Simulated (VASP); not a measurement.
# GaP2 (P-3m1) in VASP: relaxation of cell and atoms with PBE

Aim: the relaxation of cell and atoms of GaP2 with PBE.

Everything below comes from runs of VASP 6.6.1. Logs are shortened: lines on timing, memory, paths and dates and some standing lists are left out, and cuts for length are marked.

## (1) The cell of the first run

It takes space group P-3m1 (No. 164, trigonal). The conventional cell has a = 3.789 Å, b = 3.789 Å, c = 10.106 Å, α = 90.00°, β = 90.00°, γ = 120.00°. Within 3.1 Å of Ga (site symmetry 3m) lie 4 P at 2.32 to 2.51 Å. P (site symmetry 3m) has 3 P at 2.34 Å and 1 Ga at 2.51 Å within 3.1 Å. Within 3.1 Å of P (site symmetry 3m) lie 3 Ga at 2.32 Å.

## (2) Relaxation of cell and atoms, PBE

INCAR

```
SYSTEM = GaP2
  PREC = Accurate
  ENCUT = 600
  EDIFF = 1E-6
  ISMEAR = 0
  SIGMA = 0.1
  LREAL = .FALSE.
  LASPH = .TRUE.
  NELM = 100
  ALGO = Normal
  ISIF = 3
  LWAVE = .FALSE.
  LCHARG = .FALSE.
  GGA = PE
  IBRION = 2
  NSW = 100
  EDIFFG = -0.01
```

KPOINTS

```
regular mesh
0
G
  12 12 4
  0 0 0
```

POSCAR

```
GaP2
1.0
    3.7885441109      0.0000000000      0.0000000000
   -1.8942720554      3.2809754434      0.0000000000
    0.0000000000      0.0000000000     10.1058414468
Ga P
2 4
Direct
    0.6666666667      0.3333333333      0.7102621646
    0.3333333333      0.6666666667      0.2897378354
    0.3333333333      0.6666666667      0.0413628984
    0.6666666667      0.3333333333      0.9586371016
    0.6666666667      0.3333333333      0.3673133607
    0.3333333333      0.6666666667      0.6326866393
```

Potentials or basis: VASP PAW PBE potentials, release 64 (Ga_d, P).

The run is started by

```sh
> cat potpaw_PBE.64/Ga_d/POTCAR potpaw_PBE.64/P/POTCAR > POTCAR
> mpirun -np 1 vasp_std > vasp.out
```

OUTCAR:

```text
SYSTEM = GaP2
   PREC = Accurate
   ENCUT = 600
   EDIFF = 1E-6
   ISMEAR = 0
   LREAL = .FALSE.
   LASPH = .TRUE.
   NELM = 100
   ISIF = 3
   GGA = PE
   IBRION = 2
   NSW = 100
   EDIFFG = -0.01

 ion  position               nearest neighbor table
   1  0.667  0.333  0.710-   6 2.32   6 2.32   6 2.32   4 2.51
   2  0.333  0.667  0.290-   5 2.32   5 2.32   5 2.32   3 2.51
   3  0.333  0.667  0.041-   4 2.34   4 2.34   4 2.34   2 2.51
   4  0.667  0.333  0.959-   3 2.34   3 2.34   3 2.34   1 2.51
   5  0.667  0.333  0.367-   2 2.32   2 2.32   2 2.32
   6  0.333  0.667  0.633-   1 2.32   1 2.32   1 2.32

  LATTYP: Found a hexagonal cell.
 ALAT       =     3.7885441109
 C/A-ratio  =     2.6674736128

  Lattice vectors:

 A1 = (   3.7885441109,   0.0000000000,   0.0000000000)
 A2 = (  -1.8942720554,   3.2809754434,   0.0000000000)
 A3 = (   0.0000000000,   0.0000000000,  10.1058414468)

Analysis of symmetry for initial positions (statically):
=====================================================================
 Subroutine PRICEL returns:
 Original cell was already a primitive cell.

 Routine SETGRP: Setting up the symmetry group for a
 hexagonal supercell.

 Subroutine GETGRP returns: Found 12 space group operations
 (whereof 12 operations were pure point group operations)
 out of a pool of 24 trial point group operations.

The static configuration has the point symmetry D_3d.

Analysis of symmetry for dynamics (positions and initial velocities):
=====================================================================
 Subroutine PRICEL returns:
 Original cell was already a primitive cell.

 Routine SETGRP: Setting up the symmetry group for a
 hexagonal supercell.

 Subroutine GETGRP returns: Found 12 space group operations
 (whereof 12 operations were pure point group operations)
 out of a pool of 24 trial point group operations.

The dynamic configuration has the point symmetry D_3d.

 Subroutine INISYM returns: Found 12 space group operations
 (whereof 12 operations are pure point group operations),
 and found     1 'primitive' translations

----------------------------------------------------------------------------------------

                                     Primitive cell

  volume of cell :     125.6168

[... 102 lines left out ...]
   ISIF   =      3    stress and relaxation
   ISYM   =      2    0-nonsym 1-usesym 2-fastsym
   POTIM  = 0.5000    time-step for ionic-motion
   TEBEG  =    0.0;   TEEND  =   0.0 temperature during run
   PSTRESS=    0.0 pullay stress
   NELECT =      46.0000    total number of electrons
   NUPDOWN=      -1.0000    fix difference up-down
   EMIN   =  10.00;   EMAX   =-10.00  energy-range for DOS
   EFERMI =   0.00;   METHOD = LEGACY
   ISMEAR =     0;   SIGMA  =   0.10  broadening in eV -4-tet -1-fermi 0-gaus
   EFERMI_NEDOS =   21; number of points for ismear=-14 and -15
   IALGO  =     38    algorithm
   IMIX   =      4    mixing-type and parameters
     AMIX     =   0.40;   BMIX     =  1.00
     AMIX_MAG =   1.60;   BMIX_MAG =  1.00
  volume/ion in A,a.u.               =      20.94       141.28
  Fermi-wavevector in a.u.,A,eV,Ry     =   1.171237  2.213317 18.664424  1.371796
  Thomas-Fermi vector in A             =   2.307684
   LORBIT       =      0    0 simple, 1 ext, 2 COOP (PROOUT), +10 PAW based schemes
   GGA     = PE    functional components
   LHFCALC =     F    Hartree Fock is set to
   AEXX    =    0.0000 exact exchange contribution
   IVDW    =     0    specifies the selected vdW correction
   LEPSILON=     F    determine dielectric tensor
   LRPA    =     F    only Hartree local field effects (RPA)
 conjugate gradient relaxation of ions
 non-spin polarized calculation
 Gauss-broadening in eV      SIGMA  =   0.10
  energy-cutoff  :      600.00
  volume of cell :      125.62
 maximum number of plane-waves:      4223
   NGX = 15   NGY = 15   NGZ = 41

--------------------------------------- Ionic step        1  -------------------------------------------

 number of electron      45.9999983 magnetization

 Free energy of the ion-electron system (eV)
  ---------------------------------------------------
  ext. energy  EPLUGINS =         0.00000000
  ---------------------------------------------------
  free energy    TOTEN  =       -26.94500496 eV

  energy without entropy =      -26.92640106  energy(sigma->0) =      -26.93570301

------------------------ aborting loop because EDIFF is reached ----------------------------------------

  FORCE on cell =-STRESS in cart. coord.  units (eV):
  Direction    XX          YY          ZZ          XY          YZ          ZX
  --------------------------------------------------------------------------------------
  -------------------------------------------------------------------------------------
  Total        0.4123339      0.4123339      0.0356077      0.0000000      0.0000000     -0.0000000
  in kB        5.2591044      5.2591044      0.4541582      0.0000000      0.0000000     -0.0000000
  external PRESSURE =       3.6574557 kB  Pullay stress =       0.0000000 kB
[... 307 lines left out ...]
--------------------------------------- Ionic step        9  -------------------------------------------

 number of electron      45.9999980 magnetization

 Free energy of the ion-electron system (eV)
  ---------------------------------------------------
  ext. energy  EPLUGINS =         0.00000000
  ---------------------------------------------------
  free energy    TOTEN  =       -26.95756060 eV

  energy without entropy =      -26.93865211  energy(sigma->0) =      -26.94810635

 E-fermi :   4.3816     XC(G=0):  -9.5580

 val. band max:        4.3808521539   @ k =  -0.1667   0.4167   0.2500
 cond. band min:       4.3864981156   @ k =   0.3333   0.0000   0.5000
 fundamental gap:      0.0056459617
 Fermi energy:         4.3815795568

 k-point     1 :       0.0000    0.0000    0.0000
  band No.  band energies     occupation
      1     -10.0844      2.00000
      2     -10.0078      2.00000
      3      -9.9234      2.00000
      4      -9.9234      2.00000
      5      -9.9214      2.00000
      6      -9.9214      2.00000
[... 709 lines left out ...]
     26       6.2227      0.00000
     27       7.5564      0.00000

 [... further k-points ...]

------------------------ aborting loop because EDIFF is reached ----------------------------------------

  FORCE on cell =-STRESS in cart. coord.  units (eV):
  Direction    XX          YY          ZZ          XY          YZ          ZX
  --------------------------------------------------------------------------------------
  -------------------------------------------------------------------------------------
  Total        0.0483820      0.0483820      0.0447432      0.0000000      0.0000000      0.0000000
  in kB        0.6083254      0.6083254      0.5625737      0.0000000      0.0000000      0.0000000
  external PRESSURE =       0.5930748 kB  Pullay stress =       0.0000000 kB
[... 21 lines left out ...]
  FREE ENERGIE OF THE ION-ELECTRON SYSTEM (eV)
  ---------------------------------------------------
  free  energy   TOTEN  =       -26.9575606010 eV

  energy  without entropy=      -26.9386521087  energy(sigma->0) =      -26.94810635

 reached required accuracy - stopping structural energy minimisation
```

OSZICAR:

```text
N       E                     dE             d eps       ncg     rms          rms(c)
DAV:   1     0.374193660724E+03    0.37419E+03   -0.23090E+04  3732   0.240E+03
DAV:   2     0.226712970431E+02   -0.35152E+03   -0.34348E+03  4047   0.538E+02
DAV:   3    -0.258872725607E+02   -0.48559E+02   -0.46508E+02  4749   0.153E+02
[... 73 lines left out ...]
DAV:   5    -0.269575618776E+02    0.69628E-06   -0.36990E-06  2612   0.132E-02
   8 F= -.26957562E+02 E0= -.26948107E+02  d E =-.360410E-03
       N       E                     dE             d eps       ncg     rms          rms(c)
DAV:   1    -0.269575628492E+02   -0.27537E-06   -0.93135E-05  4157   0.747E-02    0.936E-03
DAV:   2    -0.269575613991E+02    0.14502E-05   -0.10506E-05  4428   0.424E-02    0.483E-03
DAV:   3    -0.269575606010E+02    0.79807E-06   -0.12523E-06  2196   0.112E-02
   9 F= -.26957561E+02 E0= -.26948106E+02  d E =-.359133E-03
```

Wall time 26 min (1 thread of Intel Xeon Platinum 8488C (Sapphire Rapids), shared host); peak memory 0.43 GiB.

Results:

| Item | Value |
| --- | --- |
| Free energy | -26.9576 eV |
| Relaxed volume | 21.24 Å³/atom |
| Relaxed cell | a = 3.811 Å, b = 3.811 Å, c = 10.128 Å, α = 90.00°, β = 90.00°, γ = 120.00° |
| Space group after relaxing (to 0.1 Å) | P-3m1 (No. 164) |
| Energy gained by relaxing | 2.1 meV/atom |
| Ionic steps | 9 |
| Pressure after relaxing | 0.1 GPa |
| Largest force after relaxing | 0.009 eV/Å |
| Band gap on the k mesh | zero (bands 23 and 24 overlap by 0.61 eV) |

Forces on the atoms (eV/Å):
```
Ga   0.000  0.000  0.009
Ga   0.000  0.000 -0.009
P    0.000  0.000  0.004
P    0.000  0.000 -0.004
P    0.000  0.000 -0.009
P    0.000  0.000  0.009
```

Step by step:
| step | energy change (eV) | largest force (eV/Å) | pressure (GPa) | volume (Å³) |
| --- | --- | --- | --- | --- |
| 1 | 0.0000 | 0.1268 | 0.37 | 125.62 |
| 2 | -0.0042 | 0.1250 | -0.06 | 126.49 |
| 3 | -0.0049 | 0.1454 | -0.35 | 127.07 |
| 4 | -0.0079 | 0.1139 | -0.27 | 127.12 |
| 5 | -0.0120 | 0.0457 | -0.01 | 127.24 |
| 6 | -0.0122 | 0.0500 | 0.05 | 127.27 |
| 7 | -0.0125 | 0.0106 | 0.05 | 127.38 |
| 8 | -0.0126 | 0.0121 | 0.02 | 127.43 |
| 9 | -0.0126 | 0.0093 | 0.06 | 127.43 |

Final structure:
```xyz
6
Lattice="3.8115 0.0000 0.0000 -1.9057 3.3008 0.0000 0.0000 0.0000 10.1284" Properties=species:S:1:pos:R:3 pbc="T T T"
Ga    1.9057    1.1003    7.1570
Ga    0.0000    2.2006    2.9713
P     0.0000    2.2006    0.4390
P     1.9057    1.1003    9.6894
P     1.9057    1.1003    3.6834
P     0.0000    2.2006    6.4450
```

Levels at points of the mesh, in eV from the Fermi level:
| k point | band 21 | band 22 | band 23 | band 24 | band 25 | band 26 |
| --- | --- | --- | --- | --- | --- | --- |
| (0.00, 0.00, 0.00) | -0.31 | -0.10 | -0.01 | -0.01 | 1.08 | 1.08 |
| (0.50, 0.00, 0.00) | -1.46 | -1.43 | -0.64 | -0.37 | 1.99 | 2.14 |
| (0.00, 0.00, 0.50) | -0.38 | 0.08 | 0.08 | 1.07 | 1.07 | 1.11 |
| (0.50, 0.00, 0.50) | -1.36 | -1.13 | -0.70 | -0.23 | 1.89 | 2.84 |

Caveat: semilocal functionals underestimate gaps, and a narrow one can read as zero.
